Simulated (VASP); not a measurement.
Write the native input for VASP 6.6.1 that does the following.

| Item | Value |
| --- | --- |
| Task | relaxation of cell and atoms |
| Functional | PBE |
| Potentials or basis | VASP PAW PBE potentials, release 64 (Li_sv, Hf_pv, O) |
| Cutoff | 600 eV |
| k mesh | 6 × 6 × 4 |
| Occupations | gaussian, width 0.1 eV |
| Spin | no spin polarisation |
| Dipole correction | no |
| Further INCAR settings | ALGO = Normal; EDIFF = 1e-07; IBRION = 2; EDIFFG = -0.04; NSW = 90; ISIF = 3 |

The structure of LiHf2O2 lies in POSCAR:

```
LiHf2O2
1.0
    3.8769357900      0.0000000000      0.0000000000
   -1.9384678900      3.3575248800      0.0000000000
    0.0000000000      0.0000000000      6.4352393700
Li Hf O
1 2 2
Direct
    0.0000000000      0.0000000000      0.0000000000
    0.6666666700      0.3333333300      0.3717364700
    0.3333333300      0.6666666700      0.6282635300
    0.3333333300      0.6666666700      0.2578401600
    0.6666666700      0.3333333300      0.7421598400
```

The input as run:

INCAR

```
PREC = Accurate ; ENCUT = 600
EDIFF = 1E-7 ; ISMEAR = 0
SIGMA = 0.1 ; LREAL = F
LASPH = T ; NELM = 60
ALGO = Normal ; ISIF = 3
LWAVE = F ; LCHARG = F
GGA = PE ; IBRION = 2
NSW = 90 ; EDIFFG = -0.04
```

KPOINTS

```
Automatic mesh
0
Gamma
  6 6 4
```

Potentials or basis: VASP PAW PBE potentials, release 64 (Li_sv, Hf_pv, O).

The run is started by

```console
$ cat potpaw_PBE.64/Li_sv/POTCAR potpaw_PBE.64/Hf_pv/POTCAR potpaw_PBE.64/O/POTCAR > POTCAR
$ mpirun -np 1 vasp_std > vasp.out
```

It gave:

```
Relaxed volume                         : 16.21 Å³/atom
Relaxed cell                           : a = 3.431 Å, b = 3.431 Å, c = 7.948 Å, α = 90.00°, β = 90.00°, γ = 120.00°
Space group after relaxing (to 0.05 Å) : P-3m1 (No. 164)
Energy gained by relaxing              : 633.6 meV/atom
Ionic steps                            : 87
Pressure after relaxing                : 0.2 GPa
Largest force after relaxing           : 0.024 eV/Å
```

Caveat: the cutoff is under 1.25 times the usual one of these potentials, so pressure, stress and relaxed cells hold a basis-set (Pulay) error; an odd number of electrons without spin polarisation forces a metal; a magnetic or distorted state may lie lower.

Run time: 21 min on 1 thread of Intel(R) Xeon(R) 6975P-C (Granite Rapids), on a shared host, peak memory 0.29 GiB.
